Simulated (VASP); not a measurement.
# SnSe2 in VASP: further runs

The runs below take SnSe2 through single point, with PBE.

Program: VASP 6.6.1. These are calculated values, not measurements. Logs are shortened: lines on timing, memory, paths and dates and some standing lists are left out, and cuts for length are marked.

## 1. The cell of the first run

The cell holds a slab with vacuum, 3 atoms: a = 3.795 Å, b = 3.795 Å, c = 12.341 Å, α = 90.00°, β = 90.00°, γ = 120.00°.

The cell was generated, and may not be a known phase.

## 2. Single point, PBE

INCAR reads:

```
SYSTEM = SnSe2
PREC = Accurate ; ENCUT = 520
EDIFF = 1E-6 ; ISMEAR = 0
SIGMA = 0.1 ; LREAL = .FALSE.
LASPH = .TRUE. ; NELM = 60
ALGO = Normal ; ISIF = 2
LWAVE = .FALSE. ; LCHARG = .FALSE.
GGA = PE ; NBANDS = 20
```

KPOINTS reads:

```
regular mesh
0
G
  15 15 4
  0 0 0
```

POSCAR reads:

```
SnSe2
1.0
    3.7951340554      0.0000000000      0.0000000000
   -1.8975670277      3.2866825027      0.0000000000
    0.0000000000      0.0000000000     12.3409185817
Sn Se
1 2
Direct
    0.0000000000      0.0000000000      0.0000000000
    0.3333333333      0.6666666667      0.1398200557
    0.3333333333      0.6666666667      0.8601799443
```

Potentials or basis: VASP PAW PBE potentials, release 64 (Sn_d, Se).

Started as:

```sh
cat potpaw_PBE.64/Sn_d/POTCAR potpaw_PBE.64/Se/POTCAR > POTCAR
mpirun -np 1 vasp_std > vasp.out
```

OUTCAR:

```text
SYSTEM = SnSe2
   PREC = Accurate
   ENCUT = 520
   EDIFF = 1E-6
   ISMEAR = 0
   LREAL = .FALSE.
   LASPH = .TRUE.
   NELM = 60
   ISIF = 2
   GGA = PE

 ion  position               nearest neighbor table
   1  0.000  0.000  0.000-   2 2.79   3 2.79   2 2.79   3 2.79   2 2.79   3 2.79
   2  0.333  0.667  0.140-   1 2.79   1 2.79   1 2.79
   3  0.333  0.667  0.860-   1 2.79   1 2.79   1 2.79

  LATTYP: Found a hexagonal cell.
 ALAT       =     3.7951340554
 C/A-ratio  =     3.2517740880

  Lattice vectors:

 A1 = (   3.7951340554,   0.0000000000,   0.0000000000)
 A2 = (  -1.8975670277,   3.2866825027,   0.0000000000)
 A3 = (   0.0000000000,   0.0000000000,  12.3409185817)

Analysis of symmetry for initial positions (statically):
=====================================================================
 Subroutine PRICEL returns:
 Original cell was already a primitive cell.

 Routine SETGRP: Setting up the symmetry group for a
 hexagonal supercell.

 Subroutine GETGRP returns: Found 12 space group operations
 (whereof 12 operations were pure point group operations)
 out of a pool of 24 trial point group operations.

The static configuration has the point symmetry D_3h.

Analysis of symmetry for dynamics (positions and initial velocities):
=====================================================================
 Subroutine PRICEL returns:
 Original cell was already a primitive cell.

 Routine SETGRP: Setting up the symmetry group for a
 hexagonal supercell.

 Subroutine GETGRP returns: Found 12 space group operations
 (whereof 12 operations were pure point group operations)
 out of a pool of 24 trial point group operations.

The dynamic configuration has the point symmetry D_3h.

 Subroutine INISYM returns: Found 12 space group operations
 (whereof 12 operations are pure point group operations),
 and found     1 'primitive' translations

----------------------------------------------------------------------------------------

                                     Primitive cell

  volume of cell :     153.9332

  direct lattice vectors                    reciprocal lattice vectors
     3.795134055  0.000000000  0.000000000     0.263495304  0.152129084  0.000000000
    -1.897567028  3.286682503  0.000000000     0.000000000  0.304258169  0.000000000
     0.000000000  0.000000000 12.340918582     0.000000000  0.000000000  0.081031245

  length of vectors
     3.795134055  3.795134055 12.340918582     0.304258169  0.304258169  0.081031245

  position of ions in fractional coordinates (direct lattice)
     0.000000000  0.000000000  0.000000000
     0.333333333  0.666666667  0.139820056
     0.333333333  0.666666667  0.860179944

  ion indices of the primitive-cell ions
   primitive index   ion index
                 1           1
                 2           2
                 3           3

----------------------------------------------------------------------------------------

 KPOINTS: regular mesh

Automatic generation of k-mesh.
 Grid dimensions read from file:
 generate k-points for:   15   15    4

 Generating k-lattice:

  Cartesian coordinates                     Fractional coordinates (reciprocal lattice)
     0.017566354  0.010141939  0.000000000     0.066666667  0.000000000  0.000000000
     0.000000000  0.020283878  0.000000000     0.000000000  0.066666667  0.000000000
     0.000000000  0.000000000  0.020257811     0.000000000  0.000000000  0.250000000

  Length of vectors
     0.020283878  0.020283878  0.020257811

  Shift w.r.t. Gamma in fractional coordinates (k-lattice)
     0.000000000  0.000000000  0.000000000

 Subroutine IBZKPT returns following result:
 ===========================================

 Found     81 irreducible k-points:

 Following reciprocal coordinates:
            Coordinates               Weight
  0.000000  0.000000  0.000000      1.000000
  0.066667  0.000000  0.000000      6.000000
  0.133333  0.000000  0.000000      6.000000
  0.200000 -0.000000  0.000000      6.000000
  0.266667  0.000000  0.000000      6.000000
  0.333333  0.000000  0.000000      6.000000
[... 16 lines left out ...]
  0.333333  0.200000  0.000000     12.000000
  0.400000  0.200000  0.000000      6.000000
 [... further k-points ...]
   k-points           NKPTS =     81   k-points in BZ     NKDIM =     81   number of bands    NBANDS=     20
   number of dos      NEDOS =    301   number of ions     NIONS =      3
   total plane-waves  NPLWV =  75264
   dimension x,y,z NGX =    28 NGY =   28 NGZ =   96
   dimension x,y,z NGXF=    56 NGYF=   56 NGZF=  192
   ions per type =               1   2
   NGX,Y,Z   is equivalent  to a cutoff of  12.27, 12.27, 12.93 a.u.
   NGXF,Y,Z  is equivalent  to a cutoff of  24.53, 24.53, 25.86 a.u.
 SYSTEM =  SnSe2
   PREC   = accura    normal or accurate (medium, high low for compatibility)
   ISTART =      0    job   : 0-new  1-cont  2-samecut
   ICHARG =      2    charge: 1-file 2-atom 10-const
   ISPIN  =      1    spin polarized calculation?
   LNONCOLLINEAR =      F non collinear calculations
   LSORBIT =      F    spin-orbit coupling
   LASPH  =      T    aspherical Exc in radial PAW
   ENCUT  =  520.0 eV  38.22 Ry    6.18 a.u.   7.06  7.06 22.95*2*pi/ulx,y,z
   NELM   =     60;   NELMIN=  2; NELMDL= -5     # of ELM steps
   EDIFF  = 0.1E-05   stopping-criterion for ELM
   LREAL  =      F    real-space projection
   EDIFFG = 0.1E-04   stopping-criterion for IOM
   NSW    =      0    number of steps for IOM
   IBRION =     -1    ionic relax: 0-MD 1-quasi-New 2-CG
   NFREE  =      0    steps in history (QN), initial steepest desc. (CG)
   ISIF   =      2    stress and relaxation
   ISYM   =      2    0-nonsym 1-usesym 2-fastsym
   POTIM  = 0.5000    time-step for ionic-motion
   TEBEG  =    0.0;   TEEND  =   0.0 temperature during run
   PSTRESS=    0.0 pullay stress
   NELECT =      26.0000    total number of electrons
   NUPDOWN=      -1.0000    fix difference up-down
   EMIN   =  10.00;   EMAX   =-10.00  energy-range for DOS
   EFERMI =   0.00;   METHOD = LEGACY
   ISMEAR =     0;   SIGMA  =   0.10  broadening in eV -4-tet -1-fermi 0-gaus
   EFERMI_NEDOS =   21; number of points for ismear=-14 and -15
   IALGO  =     38    algorithm
   IMIX   =      4    mixing-type and parameters
     AMIX     =   0.40;   BMIX     =  1.00
     AMIX_MAG =   1.60;   BMIX_MAG =  1.00
  volume/ion in A,a.u.               =      51.31       346.26
  Fermi-wavevector in a.u.,A,eV,Ry     =   0.904944  1.710097 11.142139  0.818924
  Thomas-Fermi vector in A             =   2.028452
   LORBIT       =      0    0 simple, 1 ext, 2 COOP (PROOUT), +10 PAW based schemes
   GGA     = PE    functional components
   LHFCALC =     F    Hartree Fock is set to
   AEXX    =    0.0000 exact exchange contribution
   IVDW    =     0    specifies the selected vdW correction
   LEPSILON=     F    determine dielectric tensor
   LRPA    =     F    only Hartree local field effects (RPA)
 non-spin polarized calculation
 Gauss-broadening in eV      SIGMA  =   0.10
  energy-cutoff  :      520.00
  volume of cell :      153.93
 maximum number of plane-waves:      4170
   NGX = 15   NGY = 15   NGZ = 45

 number of electron      26.0000000 magnetization

 Free energy of the ion-electron system (eV)
  ---------------------------------------------------
  ext. energy  EPLUGINS =         0.00000000
  ---------------------------------------------------
  free energy    TOTEN  =       -11.07674454 eV

  energy without entropy =      -11.07328171  energy(sigma->0) =      -11.07501312

 E-fermi :  -0.4853     XC(G=0):  -5.6612

 val. band max:       -0.5080491504   @ k =   0.0000   0.0000   0.0000
 cond. band min:      -0.4591145881   @ k =   0.4667   0.0000   0.0000
 fundamental gap:      0.0489345624
 Fermi energy:        -0.4852554767

 k-point     1 :       0.0000    0.0000    0.0000
  band No.  band energies     occupation
      1     -22.2686      2.00000
      2     -22.2686      2.00000
      3     -22.1871      2.00000
      4     -22.1840      2.00000
      5     -22.1840      2.00000
      6     -14.2519      2.00000
[... 12 lines left out ...]
     19       5.9786      0.00000
     20       6.6999      0.00000

 k-point     2 :       0.0667    0.0000    0.0000
  band No.  band energies     occupation
      1     -22.2691      2.00000
      2     -22.2664      2.00000
      3     -22.1859      2.00000
      4     -22.1859      2.00000
      5     -22.1843      2.00000
      6     -14.2106      2.00000
[... 12 lines left out ...]
     19       6.0067      0.00000
     20       6.7605      0.00000

 k-point     3 :       0.1333    0.0000    0.0000
  band No.  band energies     occupation
      1     -22.2708      2.00000
      2     -22.2604      2.00000
      3     -22.1913      2.00000
      4     -22.1853      2.00000
      5     -22.1825      2.00000
      6     -14.0893      2.00000
[... 12 lines left out ...]
     19       6.0658      0.00000
     20       6.9297      0.00000

 k-point     4 :       0.2000   -0.0000    0.0000
  band No.  band energies     occupation
      1     -22.2735      2.00000
      2     -22.2515      2.00000
      3     -22.1992      2.00000
      4     -22.1867      2.00000
      5     -22.1772      2.00000
      6     -13.8970      2.00000
[... 12 lines left out ...]
     19       6.1510      0.00000
     20       7.0468      0.00000

 k-point     5 :       0.2667    0.0000    0.0000
  band No.  band energies     occupation
      1     -22.2768      2.00000
      2     -22.2412      2.00000
      3     -22.2081      2.00000
      4     -22.1883      2.00000
      5     -22.1710      2.00000
      6     -13.6516      2.00000
[... 12 lines left out ...]
     19       6.3474      0.00000
     20       7.1874      0.00000
[... 353 lines left out ...]
      6     -13.3208      2.00000
[... 12 lines left out ...]
     19       6.6731      0.00000
     20       6.8715      0.00000

 k-point    22 :       0.2667    0.2000    0.0000
  band No.  band energies     occupation
      1     -22.2705      2.00000
      2     -22.2339      2.00000
      3     -22.2201      2.00000
      4     -22.1961      2.00000
      5     -22.1601      2.00000
      6     -13.0944      2.00000
[... 12 lines left out ...]
     19       6.9535      0.00000
     20       7.0972      0.00000

 k-point    23 :       0.3333    0.2000    0.0000
  band No.  band energies     occupation
      1     -22.2695      2.00000
      2     -22.2310      2.00000
      3     -22.2231      2.00000
      4     -22.1982      2.00000
      5     -22.1578      2.00000
      6     -12.9236      2.00000
[... 12 lines left out ...]
     19       7.1157      0.00000
     20       7.6588      0.00000

 k-point    24 :       0.4000    0.2000    0.0000
  band No.  band energies     occupation
      1     -22.2692      2.00000
      2     -22.2299      2.00000
      3     -22.2241      2.00000
      4     -22.1989      2.00000
      5     -22.1571      2.00000
      6     -12.8592      2.00000
[... 12 lines left out ...]
     19       7.1665      0.00000
     20       7.7433      0.00000

 [... further k-points ...]

------------------------ aborting loop because EDIFF is reached ----------------------------------------

  FORCE on cell =-STRESS in cart. coord.  units (eV):
  Direction    XX          YY          ZZ          XY          YZ          ZX
  --------------------------------------------------------------------------------------
  -------------------------------------------------------------------------------------
  Total        0.0099709      0.0099709      0.0223244      0.0000000      0.0000000      0.0000000
  in kB        0.1037798      0.1037798      0.2323585      0.0000000      0.0000000      0.0000000
  external PRESSURE =       0.1466394 kB  Pullay stress =       0.0000000 kB

 VOLUME and BASIS-vectors are now :
 -----------------------------------------------------------------------------
  energy-cutoff  :      520.00
  volume of cell :      153.93
      direct lattice vectors                 reciprocal lattice vectors
     3.795134055  0.000000000  0.000000000     0.263495304  0.152129084  0.000000000
    -1.897567028  3.286682503  0.000000000     0.000000000  0.304258169  0.000000000
     0.000000000  0.000000000 12.340918582     0.000000000  0.000000000  0.081031245

 POSITION                                       TOTAL-FORCE (eV/Angst)
 -----------------------------------------------------------------------------------
      0.00000      0.00000      0.00000         0.000000      0.000000      0.000000
     -0.00000      2.19112      1.72551        -0.000000      0.000000      0.010177
     -0.00000      2.19112     10.61541        -0.000000     -0.000000     -0.010177
 -----------------------------------------------------------------------------------
    total drift:                                0.000000     -0.000000     -0.000000

  FREE ENERGIE OF THE ION-ELECTRON SYSTEM (eV)
  ---------------------------------------------------
  free  energy   TOTEN  =       -11.0767445353 eV

  energy  without entropy=      -11.0732817085  energy(sigma->0) =      -11.07501312
```

It took 3.9 min on 1 thread of Intel Xeon Platinum 8488C (Sapphire Rapids), shared host; peak memory 0.41 GiB.

Results:

* Free energy: -11.0767 eV
* Largest force: 0.010 eV/Å
* Band gap on the k mesh: 0.05 eV (least direct gap 0.49 eV)

Forces on the atoms (eV/Å):
```
Sn   0.000  0.000  0.000
Se   0.000  0.000  0.010
Se   0.000  0.000 -0.010
```

Caveat: there is no dipole correction, which matters where the two faces differ; semilocal functionals underestimate gaps, and a narrow one can read as zero; spin-orbit coupling is left out, which moves the levels of the heavy elements.

## 3. Single point, PBE

INCAR reads:

```
SYSTEM = SnSe2
PREC = Accurate
ENCUT = 520
EDIFF = 1E-7
ISMEAR = 0
SIGMA = 0.1
LREAL = .False.
LASPH = .True.
NELM = 60
ALGO = Normal
ISIF = 2
LWAVE = .False.
LCHARG = .True.
GGA = PE
LELF = .True.
LVHAR = .True.
NBANDS = 20
```

KPOINTS reads:

```
Automatic mesh
0
Gamma
  15 15 4
  0 0 0
```

POSCAR reads:

```
SnSe2
1.0
    3.7948002487      0.0000000000      0.0000000000
   -1.8974001244      3.2863934177      0.0000000000
    0.0000000000      0.0000000000     12.3404175076
Sn Se
1 2
Direct
    0.0000000000      0.0000000000      0.0000000000
    0.3333333333      0.6666666667      0.1398027024
    0.3333333333      0.6666666667      0.8601972976
```

Potentials or basis: VASP PAW PBE potentials, release 64 (Sn_d, Se).

Started as:

```sh
cat potpaw_PBE.64/Sn_d/POTCAR potpaw_PBE.64/Se/POTCAR > POTCAR
mpirun -np 1 vasp_std > vasp.out
```

Wall time 5 min (1 thread of Intel Xeon Platinum 8488C (Sapphire Rapids), shared host); peak memory 0.41 GiB.

The run converged. Its results:

```
Free energy            : -11.0767 eV
Largest force          : 0.014 eV/Å
Band gap on the k mesh : 0.05 eV (least direct gap 0.49 eV)
```

Forces in eV/Å, atoms in the order of the input:
```
Sn   0.000  0.000  0.000
Se   0.000  0.000  0.014
Se   0.000  0.000 -0.014
```

Levels at points of the mesh, in eV from the valence-band top:
```tsv
k point	band 9	band 10	band 11	band 12	band 13	band 14	band 15	band 16	band 17	band 18
(0.00, 0.00, 0.00)	-1.73	-0.81	-0.81	0.00	0.00	0.49	3.56	4.09	4.09	4.84
(0.00, 0.00, 0.50)	-1.73	-0.81	-0.81	0.00	0.00	0.50	3.52	4.09	4.09	5.19
```

Caveat: there is no dipole correction, which matters where the two faces differ; semilocal functionals underestimate gaps, and a narrow one can read as zero; spin-orbit coupling is left out, which moves the levels of the heavy elements.
